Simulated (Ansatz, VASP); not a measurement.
**One calculation of SiSn5, two programs**

```
Si Sn
1.0
     5.70181    0.00000    0.00000
    -2.85091    4.93792    0.00000
     0.00000    0.00000    5.50862
Si Sn
1 5
Cartesian
  0.0000 0.0000 2.7543
  3.8642 0.0000 0.0000
  0.9188 1.5915 0.0000
  -1.9321 3.3465 0.0000
  2.8509 1.6460 2.7543
  0.0000 3.2919 2.7543
```

Alike in both runs: functional PBE; k mesh 12 × 12 × 8; occupations gaussian, width 0.1 eV; no spin polarisation.

Ansatz relaxed the structure, and its values are those at the end. VASP's run is a single point on that final structure, the one shown.

```csv
,VASP,Ansatz
version,VASP 6.6.1,Ansatz 0.2.0
potentials or method,"VASP PAW PBE potentials, release 64 (Si, Sn_d), cutoff 520 eV","scalar-relativistic, plane waves, PAW"
valence electrons in the cell,74,74
```

VASP gave:

| Property | Result |
| --- | --- |
| gap on the k mesh at the Fermi level (eV) | none |
| pressure (GPa) | -0.1 |

**Question.** What did Ansatz give for the same quantities?

**Answer.** gap on the k mesh at the Fermi level (eV): none; pressure (GPa): 0.0.

A gap of «none» marks a metal or a gap that the smearing closes.
